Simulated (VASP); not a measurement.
Set up this calculation in VASP 6.6.1, as the native input.

```
Task                   : single point
Functional             : PBEsol
Potentials or basis    : VASP PAW PBE potentials, release 64 (Ta_pv, N)
Cutoff                 : 520 eV
k mesh                 : 15 × 15 × 8
Occupations            : gaussian, width 0.15 eV
Spin                   : no spin polarisation
Dipole correction      : no
Further INCAR settings : ALGO = Normal; EDIFF = 1e-06; NBANDS = 20
```

The structure of Ta2N lies in POSCAR:

```
Ta2N
1.0
    3.0782595490      0.0000000000      0.0000000000
   -1.5391297745      2.6658509688      0.0000000000
    0.0000000000      0.0000000000      4.9927705898
Ta N
2 1
Direct
    0.6666666667      0.3333333333      0.7463700642
    0.3333333333      0.6666666667      0.2536299358
    0.0000000000      0.0000000000      0.0000000000
```

This cell differs from its parent crystal: engineering shear strain xy +0.0000, normal strain along z +0.0350.

One way to write it, as run:

INCAR

```
SYSTEM = Ta2N
ALGO = Normal ; EDIFF = 1E-6
ENCUT = 520 ; GGA = PS
ISIF = 2 ; ISMEAR = 0
LASPH = .TRUE. ; LCHARG = .TRUE.
LELF = .TRUE. ; LREAL = .FALSE.
LVHAR = .TRUE. ; LWAVE = .FALSE.
NBANDS = 20 ; NELM = 100
PREC = Accurate ; SIGMA = 0.15
```

KPOINTS

```
k-points
0
G
  15 15 8
  0 0 0
```

Potentials or basis: VASP PAW PBE potentials, release 64 (Ta_pv, N).

Run with:

```bash
$ cat potpaw_PBE.64/Ta_pv/POTCAR potpaw_PBE.64/N/POTCAR > POTCAR
$ mpirun -np 1 vasp_std > vasp.out
```

It gave:

| Quantity | Value |
| --- | --- |
| Pressure | -9.1 GPa |
| Largest force | 0.084 eV/Å |
| Band gap on the k mesh | zero (an odd number of electrons rules out a gap without spin polarisation) |

Caveat: the cell differs from its parent crystal (engineering shear strain xy +0.0000, normal strain along z +0.0350); the cell stands under tension; the PAW data sets were made with another functional, which shifts forces and pressure a little; spin-orbit coupling is left out, which moves the levels of the heavy elements.

Run time: 60 s on 1 thread of Intel(R) Xeon(R) 6975P-C (Granite Rapids), on a shared host, peak memory 0.26 GiB.
